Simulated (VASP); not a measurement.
## La2O3: single point with PBE+D4

Crystal: La2O3.

```
La O
1.0
     3.94384    0.00000    0.00000
    -1.97192    3.41546    0.00000
     0.00000    0.00000    6.13226
La O
2 3
Direct
  0.66667 0.33333 0.75376
  0.33333 0.66667 0.24624
  0.66667 0.33333 0.35411
  0.33333 0.66667 0.64589
  0.00000 0.00000 0.00000
```

* Program: VASP 6.6.1
* Task: single point
* Functional: PBE
* Dispersion: D4
* Potentials or basis: VASP PAW PBE potentials, release 64 (La, O)
* Cutoff: 520 eV
* k mesh: 6 × 6 × 4
* Occupations: gaussian, width 0.01 eV
* Spin: no spin polarisation
* Dipole correction: no
* Further INCAR settings: ALGO = Normal; EDIFF = 1e-06; NBANDS = 28

```json
{"Pressure": "-2.5 GPa", "Largest force": "0.119 eV/Å", "Band gap on the k mesh": "3.84 eV, indirect (least direct gap 3.98 eV)", "Dispersion energy per atom": "-0.257 eV"}
```

Forces in eV/Å, atoms in the order of the input:
```
La   0.000  0.000 -0.119
La   0.000  0.000  0.119
O    0.000  0.000 -0.033
O    0.000  0.000  0.033
O    0.000  0.000  0.000
```

Stress tensor (GPa, compression positive):
```
-2.78  0.00  0.00
 0.00 -2.78  0.00
 0.00  0.00 -1.99
```

Levels at points of the mesh, in eV from the valence-band top:
| k point | band 17 | band 18 | band 19 | band 20 | band 21 | band 22 | band 23 | band 24 |
| --- | --- | --- | --- | --- | --- | --- | --- | --- |
| (0.00, 0.00, 0.00) | -1.63 | -0.37 | -0.37 | -0.10 | 4.29 | 4.57 | 4.57 | 5.11 |
| (0.50, 0.00, 0.00) | -0.72 | -0.65 | -0.42 | -0.29 | 3.84 | 4.68 | 5.12 | 5.15 |
| (0.00, 0.00, 0.50) | -0.99 | -0.76 | -0.28 | -0.28 | 4.66 | 4.69 | 4.69 | 4.93 |
| (0.50, 0.00, 0.50) | -0.95 | -0.69 | -0.37 | 0.00 | 4.38 | 4.60 | 5.02 | 5.15 |

Run time: 48 s on 1 thread of AMD EPYC 9R45 96-Core Processor (Zen 5) (shared host), peak memory 0.2 GiB.

Caveat: spin-orbit coupling is left out, which moves the levels of the heavy elements. A k mesh can miss the band edges.
